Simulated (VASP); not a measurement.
A run of VASP 6.6.1:

INCAR

```
ALGO = Normal
EDIFF = 1E-6
ENCUT = 520
GGA = PE
ISIF = 2
ISMEAR = 0
LASPH = True
LCHARG = True
LELF = True
LREAL = Auto
LVHAR = True
LWAVE = False
NBANDS = 88
NELM = 100
PREC = Accurate
SIGMA = 0.02
```

File KPOINTS:

```
Automatic mesh
0
Gamma
  2 2 2
  0.5 0.5 0.5
```

The input POSCAR:

```
Si
1.0
   -5.7769209609      3.3353068718      6.3650226989
    5.7769209609     -3.3353068718      6.3650226989
    3.8512806405      6.6706137437     -6.3650226989
Si
33
Direct
    0.2378029696      0.0699370621      0.2501100723
    0.7413107269      0.5745553091      0.2507871949
    0.1131343876      0.4457900616      0.4997232464
    0.6134104997      0.9460656945      0.5002757296
    0.4905224250      0.3237693816      0.7492123844
    0.9876911013      0.8198262635      0.7498884578
    0.8628947622      0.1954484320      0.0000006998
    0.3638678735      0.6991398752      1.0000016891
    0.3227951287      0.4912273970      0.2503294848
    0.8238035154      0.9929615952      0.2518560016
    0.2133186612      0.8706011650      0.5153605026
    0.6979563224      0.3552373151      0.4846363564
    0.5719482980      0.7411050279      0.7481448927
    0.0724652633      0.2408973748      0.7496701160
    0.9515218661      0.6111445835      0.9999994853
    0.4418755437      0.1298901777     -0.0000023888
    0.4221843013      0.2600832041      0.2495653565
    0.9451228739      0.7620302664      0.2666880495
    0.2998047078      0.6308146884      0.4988113524
    0.8009926707      0.1320011535      0.5011865660
    0.6784323001      0.4953470425      0.7333111570
    0.1726166278      0.0105177010      0.7504315986
    0.0514364742      0.3798125987      0.0000000217
    0.5390632632      0.8997234499      1.0000041459
    0.5106986324      0.6778538983      0.2496089822
    0.0102652886      0.1760531513      0.2493865575
    0.3871779608      0.0523919643      0.5010598865
    0.8861163587      0.5513299635      0.4989385930
    0.7608791805      0.9266669126      0.7506135349
    0.2610899503      0.4282459191      0.7503917396
    0.1329233842      0.8010944000      0.9999997956
    0.6372568082      0.3060145285     -0.0000003975
   -0.3147809984     -0.3117855928      0.0000038373
```

Potentials or basis: VASP PAW PBE potentials, release 64 (Si).

Launch:

```sh
$ cat potpaw_PBE.64/Si/POTCAR > POTCAR
$ mpirun -np 1 vasp_std > vasp.out
```

Hardware: 1 thread of Intel Xeon 6975P-C (shared host).

Problem. How long does it take, and how much memory?

Solution. Wall time 7.2 min on 1 thread of Intel Xeon 6975P-C (shared host), peak memory 0.74 GiB. Counts: scf iterations 14, k points 3.
